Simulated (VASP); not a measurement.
Runs of VASP 6.6.1 on BN (Qingsongite). The structure is that of space group F-43m (No. 216), or close to it. The cells are those of the table. 

| cell | gap on the mesh (eV) | pressure (GPa) |
| --- | --- | --- |
| a = 2.535 Å, angles 60.0°, 2 atoms | 5.01 | 9.7 |
| a = 2.639 Å, angles 60.0°, 2 atoms | 4.85 | -31.8 |
| a = 2.513 Å, angles 60.0°, 2 atoms | (b) | 21.3 |
| a = 2.491 Å, angles 60.0°, 2 atoms | 5.07 | 34.4 |
| a = 2.468 Å, angles 60.0°, 2 atoms | 5.10 | 49.0 |
| a = 2.598 Å, angles 60.0°, 2 atoms | 4.91 | -18.0 |
| a = 2.556 Å, angles 60.0°, 2 atoms | (c) | -0.6 |
| a = 2.619 Å, angles 60.0°, 2 atoms | (a) | -25.3 |
| a = 2.577 Å, angles 60.0°, 2 atoms | 4.95 | -9.8 |

Alike in all rows: task single point; level r2SCAN; potentials or basis VASP PAW PBE potentials, release 64 (B, N); no spin polarisation; k mesh 10 × 10 × 10; cutoff (eV) 520; smearing gaussian 0.01 eV.

Problem. Estimate the missing entries.

Solution. (a) 4.88; (b) 5.04; (c) 4.98.

Caveats: the PAW data sets were made with another functional, which shifts forces and pressure a little.

A k mesh can miss the band edges.
